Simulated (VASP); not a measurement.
# Ni2Ge (P6_3/mmc) in VASP: a series of runs

Ni2Ge is run at these levels: PBEsol; tasks: single point, relaxation of cell and atoms.

All numbers are computed with VASP 6.6.1; they aren't measurements. Logs are shortened: lines on timing, memory, paths and dates and some standing lists are left out, and cuts for length are marked.

## 1. The cell of the first run

The structure is hexagonal, space group P6_3/mmc (No. 194). The conventional cell has a = 3.972 Å, b = 3.972 Å, c = 5.014 Å, α = 90.00°, β = 90.00°, γ = 120.00°. Within 3.0 Å of Ni (site symmetry -6m2) lie 5 Ge at 2.29 to 2.51 Å and 6 Ni at 2.61 Å. Ni (site symmetry -3m) has 8 Ni at 2.51 to 2.61 Å and 6 Ge at 2.61 Å within 3.3 Å. Within 3.0 Å of Ge (site symmetry -6m2) lie 11 Ni at 2.29 to 2.61 Å.

## 2. Single point, PBEsol

Contents of INCAR:

```
SYSTEM = Ni2Ge
ALGO = Normal ; EDIFF = 1E-7
ENCUT = 520 ; GGA = PS
ISIF = 2 ; ISMEAR = 0
LASPH = .True. ; LCHARG = .False.
LREAL = .False. ; LWAVE = .False.
NBANDS = 43 ; NELM = 100
PREC = Accurate ; SIGMA = 0.1
```

Contents of KPOINTS:

```
k-points
0
Gamma
  12 12 8
  0 0 0
```

Contents of POSCAR:

```
Ni2Ge
1.0
    3.9719628416      0.0000000000      0.0000000000
   -1.9859814208      3.4398207238      0.0000000000
    0.0000000000      0.0000000000      5.0140594320
Ni Ge
4 2
Direct
    0.6666666667      0.3333333333      0.2500000000
    0.3333333333      0.6666666667      0.7500000000
    0.0000000000      0.0000000000      0.0000000000
    0.0000000000      0.0000000000      0.5000000000
    0.6666666667      0.3333333333      0.7500000000
    0.3333333333      0.6666666667      0.2500000000
```

Potentials or basis: VASP PAW PBE potentials, release 64 (Ni, Ge_d).

The run is started by

```bash
> cat potpaw_PBE.64/Ni/POTCAR potpaw_PBE.64/Ge_d/POTCAR > POTCAR
> mpirun -np 1 vasp_std > vasp.out
```

OUTCAR:

```text
SYSTEM = Ni2Ge
   EDIFF = 1E-7
   ENCUT = 520
   GGA = PS
   ISIF = 2
   ISMEAR = 0
   LASPH = .True.
   LREAL = .False.
   NELM = 100
   PREC = Accurate

 ion  position               nearest neighbor table
   1  0.667  0.333  0.250-   6 2.29   6 2.29   6 2.29   5 2.51   5 2.51   3 2.61   4 2.61   3 2.61
                             4 2.61   3 2.61   4 2.61
   2  0.333  0.667  0.750-   5 2.29   5 2.29   5 2.29   6 2.51   6 2.51   3 2.61   4 2.61   4 2.61
                             3 2.61   4 2.61   3 2.61
   3  0.000  0.000  0.000-   4 2.51   4 2.51   1 2.61   5 2.61   6 2.61   2 2.61   1 2.61   5 2.61
                             2 2.61   6 2.61   1 2.61   5 2.61   2 2.61   6 2.61
   4  0.000  0.000  0.500-   3 2.51   3 2.51   1 2.61   5 2.61   6 2.61   2 2.61   1 2.61   5 2.61
                             2 2.61   6 2.61   1 2.61   5 2.61   2 2.61   6 2.61
   5  0.667  0.333  0.750-   2 2.29   2 2.29   2 2.29   1 2.51   1 2.51   3 2.61   4 2.61   3 2.61
                             4 2.61   3 2.61   4 2.61
   6  0.333  0.667  0.250-   1 2.29   1 2.29   1 2.29   2 2.51   2 2.51   3 2.61   4 2.61   4 2.61
                             3 2.61   4 2.61   3 2.61

  LATTYP: Found a hexagonal cell.
 ALAT       =     3.9719628416
 C/A-ratio  =     1.2623631267

  Lattice vectors:

 A1 = (   3.9719628416,   0.0000000000,   0.0000000000)
 A2 = (  -1.9859814208,   3.4398207238,   0.0000000000)
 A3 = (   0.0000000000,   0.0000000000,   5.0140594320)

Analysis of symmetry for initial positions (statically):
=====================================================================
 Subroutine PRICEL returns:
 Original cell was already a primitive cell.

 Routine SETGRP: Setting up the symmetry group for a
 hexagonal supercell.

 Subroutine GETGRP returns: Found 24 space group operations
 (whereof 12 operations were pure point group operations)
 out of a pool of 24 trial point group operations.

The static configuration has the point symmetry D_3d.
 The point group associated with its full space group is D_6h.

Analysis of symmetry for dynamics (positions and initial velocities):
=====================================================================
 Subroutine PRICEL returns:
 Original cell was already a primitive cell.

 Routine SETGRP: Setting up the symmetry group for a
 hexagonal supercell.

 Subroutine GETGRP returns: Found 24 space group operations
 (whereof 12 operations were pure point group operations)
 out of a pool of 24 trial point group operations.

The dynamic configuration has the point symmetry D_3d.
 The point group associated with its full space group is D_6h.

 Subroutine INISYM returns: Found 24 space group operations
 (whereof 12 operations are pure point group operations),
 and found     1 'primitive' translations

----------------------------------------------------------------------------------------

                                     Primitive cell

  volume of cell :      68.5063

  direct lattice vectors                    reciprocal lattice vectors
     3.971962842  0.000000000  0.000000000     0.251764692  0.145356412  0.000000000
    -1.985981421  3.439820724  0.000000000     0.000000000  0.290712825  0.000000000
     0.000000000  0.000000000  5.014059432     0.000000000  0.000000000  0.199439200

  length of vectors
     3.971962842  3.971962842  5.014059432     0.290712825  0.290712825  0.199439200

  position of ions in fractional coordinates (direct lattice)
     0.666666667  0.333333333  0.250000000
     0.333333333  0.666666667  0.750000000
     0.000000000  0.000000000  0.000000000
     0.000000000  0.000000000  0.500000000
     0.666666667  0.333333333  0.750000000
     0.333333333  0.666666667  0.250000000

  ion indices of the primitive-cell ions
   primitive index   ion index
                 1           1
                 2           2
                 3           3
                 4           4
                 5           5
                 6           6

----------------------------------------------------------------------------------------

 KPOINTS: k-points

Automatic generation of k-mesh.
 Grid dimensions read from file:
 generate k-points for:   12   12    8

 Generating k-lattice:

  Cartesian coordinates                     Fractional coordinates (reciprocal lattice)
     0.020980391  0.012113034  0.000000000     0.083333333  0.000000000  0.000000000
     0.000000000  0.024226069  0.000000000     0.000000000  0.083333333  0.000000000
     0.000000000  0.000000000  0.024929900     0.000000000  0.000000000  0.125000000

  Length of vectors
     0.024226069  0.024226069  0.024929900

  Shift w.r.t. Gamma in fractional coordinates (k-lattice)
     0.000000000  0.000000000  0.000000000

 Subroutine IBZKPT returns following result:
 ===========================================

 Found     95 irreducible k-points:

 Following reciprocal coordinates:
            Coordinates               Weight
  0.000000  0.000000  0.000000      1.000000
  0.083333 -0.000000  0.000000      6.000000
  0.166667  0.000000  0.000000      6.000000
  0.250000  0.000000  0.000000      6.000000
  0.333333  0.000000  0.000000      6.000000
  0.416667  0.000000  0.000000      6.000000
[... 16 lines left out ...]
  0.250000  0.000000  0.125000     12.000000
  0.333333  0.000000  0.125000     12.000000
 [... further k-points ...]
   k-points           NKPTS =     95   k-points in BZ     NKDIM =     95   number of bands    NBANDS=     43
   number of dos      NEDOS =    301   number of ions     NIONS =      6
   total plane-waves  NPLWV =  36000
   dimension x,y,z NGX =    30 NGY =   30 NGZ =   40
   dimension x,y,z NGXF=    60 NGYF=   60 NGZF=   80
   ions per type =               4   2
   NGX,Y,Z   is equivalent  to a cutoff of  12.56, 12.56, 13.26 a.u.
   NGXF,Y,Z  is equivalent  to a cutoff of  25.11, 25.11, 26.52 a.u.
 SYSTEM =  Ni2Ge
   PREC   = accura    normal or accurate (medium, high low for compatibility)
   ISTART =      0    job   : 0-new  1-cont  2-samecut
   ICHARG =      2    charge: 1-file 2-atom 10-const
   ISPIN  =      1    spin polarized calculation?
   LNONCOLLINEAR =      F non collinear calculations
   LSORBIT =      F    spin-orbit coupling
   LASPH  =      T    aspherical Exc in radial PAW
   ENCUT  =  520.0 eV  38.22 Ry    6.18 a.u.   7.39  7.39  9.32*2*pi/ulx,y,z
   NELM   =    100;   NELMIN=  2; NELMDL= -5     # of ELM steps
   EDIFF  = 0.1E-06   stopping-criterion for ELM
   LREAL  =      F    real-space projection
   EDIFFG = 0.1E-05   stopping-criterion for IOM
   NSW    =      0    number of steps for IOM
   IBRION =     -1    ionic relax: 0-MD 1-quasi-New 2-CG
   NFREE  =      0    steps in history (QN), initial steepest desc. (CG)
   ISIF   =      2    stress and relaxation
   ISYM   =      2    0-nonsym 1-usesym 2-fastsym
   POTIM  = 0.5000    time-step for ionic-motion
   TEBEG  =    0.0;   TEEND  =   0.0 temperature during run
   PSTRESS=    0.0 pullay stress
   NELECT =      68.0000    total number of electrons
   NUPDOWN=      -1.0000    fix difference up-down
   EMIN   =  10.00;   EMAX   =-10.00  energy-range for DOS
   EFERMI =   0.00;   METHOD = LEGACY
   ISMEAR =     0;   SIGMA  =   0.10  broadening in eV -4-tet -1-fermi 0-gaus
   EFERMI_NEDOS =   21; number of points for ismear=-14 and -15
   IALGO  =     38    algorithm
   IMIX   =      4    mixing-type and parameters
     AMIX     =   0.40;   BMIX     =  1.00
     AMIX_MAG =   1.60;   BMIX_MAG =  1.00
  volume/ion in A,a.u.               =      11.42        77.05
  Fermi-wavevector in a.u.,A,eV,Ry     =   1.633056  3.086028 36.284979  2.666871
  Thomas-Fermi vector in A             =   2.724924
   LORBIT       =      0    0 simple, 1 ext, 2 COOP (PROOUT), +10 PAW based schemes
   GGA     = PS    functional components
   LHFCALC =     F    Hartree Fock is set to
   AEXX    =    0.0000 exact exchange contribution
   IVDW    =     0    specifies the selected vdW correction
   LEPSILON=     F    determine dielectric tensor
   LRPA    =     F    only Hartree local field effects (RPA)
 non-spin polarized calculation
 Gauss-broadening in eV      SIGMA  =   0.10
  energy-cutoff  :      520.00
  volume of cell :       68.51
 maximum number of plane-waves:      1866
 NGX is ok and might be reduce to    30
   NGX = 15   NGY = 15   NGZ = 19

 number of electron      68.0000036 magnetization

 Free energy of the ion-electron system (eV)
  ---------------------------------------------------
  ext. energy  EPLUGINS =         0.00000000
  ---------------------------------------------------
  free energy    TOTEN  =       -36.48121279 eV

  energy without entropy =      -36.46188849  energy(sigma->0) =      -36.47155064

 E-fermi :  10.3051     XC(G=0): -13.5062

 val. band max:       10.2964662399   @ k =   0.1667   0.1667   0.3750
 cond. band min:      10.3113569495   @ k =   0.2500   0.1667   0.3750
 fundamental gap:      0.0148907096
 Fermi energy:        10.3051007763

 k-point     1 :       0.0000    0.0000    0.0000
  band No.  band energies     occupation
      1     -14.4776      2.00000
      2     -14.4678      2.00000
      3     -14.4459      2.00000
      4     -14.4459      2.00000
      5     -14.4120      2.00000
      6     -14.4120      2.00000
[... 35 lines left out ...]
     42      14.8361      0.00000
     43      18.9815      0.00000

 k-point     2 :       0.0833   -0.0000    0.0000
  band No.  band energies     occupation
      1     -14.4773      2.00000
      2     -14.4676      2.00000
      3     -14.4463      2.00000
      4     -14.4456      2.00000
      5     -14.4127      2.00000
      6     -14.4118      2.00000
[... 35 lines left out ...]
     42      15.4725      0.00000
     43      18.3719      0.00000

 k-point     3 :       0.1667    0.0000    0.0000
  band No.  band energies     occupation
      1     -14.4762      2.00000
      2     -14.4671      2.00000
      3     -14.4472      2.00000
      4     -14.4447      2.00000
      5     -14.4145      2.00000
      6     -14.4122      2.00000
[... 919 lines left out ...]
      6     -14.4141      2.00000
[... 35 lines left out ...]
     42      17.2874      0.00000
     43      18.3871      0.00000

 k-point    24 :       0.3333    0.0000    0.1250
  band No.  band energies     occupation
      1     -14.4723      2.00000
      2     -14.4660      2.00000
      3     -14.4482      2.00000
      4     -14.4423      2.00000
      5     -14.4199      2.00000
      6     -14.4157      2.00000
[... 35 lines left out ...]
     42      17.8865      0.00000
     43      18.9237      0.00000

 [... further k-points ...]
[... 5 lines left out ...]
  --------------------------------------------------------------------------------------
  -------------------------------------------------------------------------------------
  Total        0.1231319      0.1231319      0.0837352     -0.0000000      0.0000000     -0.0000000
  in kB        2.8797233      2.8797233      1.9583394     -0.0000000      0.0000000     -0.0000000
  external PRESSURE =       2.5725953 kB  Pullay stress =       0.0000000 kB

 VOLUME and BASIS-vectors are now :
 -----------------------------------------------------------------------------
  energy-cutoff  :      520.00
  volume of cell :       68.51
      direct lattice vectors                 reciprocal lattice vectors
     3.971962842  0.000000000  0.000000000     0.251764692  0.145356412  0.000000000
    -1.985981421  3.439820724  0.000000000     0.000000000  0.290712825  0.000000000
     0.000000000  0.000000000  5.014059432     0.000000000  0.000000000  0.199439200

 POSITION                                       TOTAL-FORCE (eV/Angst)
 -----------------------------------------------------------------------------------
      1.98598      1.14661      1.25351        -0.000000      0.000000      0.000000
     -0.00000      2.29321      3.76054         0.000000     -0.000000      0.000000
      0.00000      0.00000      0.00000         0.000000     -0.000000      0.000000
      0.00000      0.00000      2.50703         0.000000     -0.000000      0.000000
      1.98598      1.14661      3.76054         0.000000     -0.000000      0.000000
     -0.00000      2.29321      1.25351         0.000000      0.000000      0.000000
 -----------------------------------------------------------------------------------
    total drift:                                0.000000     -0.000000      0.000000

  FREE ENERGIE OF THE ION-ELECTRON SYSTEM (eV)
  ---------------------------------------------------
  free  energy   TOTEN  =       -36.4812127854 eV

  energy  without entropy=      -36.4618884888  energy(sigma->0) =      -36.47155064
```

Wall time 2.3 min (1 thread of AMD EPYC 9R45 (Zen 5), shared host); peak memory 0.31 GiB.

Results:

```
Free energy            : -36.4812 eV
Pressure               : 0.3 GPa
Band gap on the k mesh : zero (band 34 reaches 12.54 eV, above the bottom of band 35 at 9.76 eV)
```

Stress tensor (GPa, compression positive):
```
0.29 0.00 0.00
0.00 0.29 0.00
0.00 0.00 0.20
```

Levels at points of the mesh, in eV from the Fermi level:
```csv
k point,band 31,band 32,band 33,band 34,band 35,band 36,band 37,band 38
"(0.00, 0.00, 0.00)",-0.60,-0.60,0.14,2.18,2.73,2.73,2.90,2.90
"(0.50, 0.00, 0.00)",-1.22,-1.18,-0.99,-0.66,-0.52,0.69,1.77,3.06
"(0.00, 0.00, 0.50)",-1.14,-1.14,1.44,1.44,3.26,3.26,3.26,3.26
"(0.50, 0.00, 0.50)",-1.21,-1.21,-0.86,-0.86,0.90,0.90,2.55,2.55
```

Caveat: the PAW data sets were made with another functional, which shifts forces and pressure a little. Spin polarisation is off, so any magnetic state and its effect on volume and gap are missing.

(Part 1 of 2 ends here.)
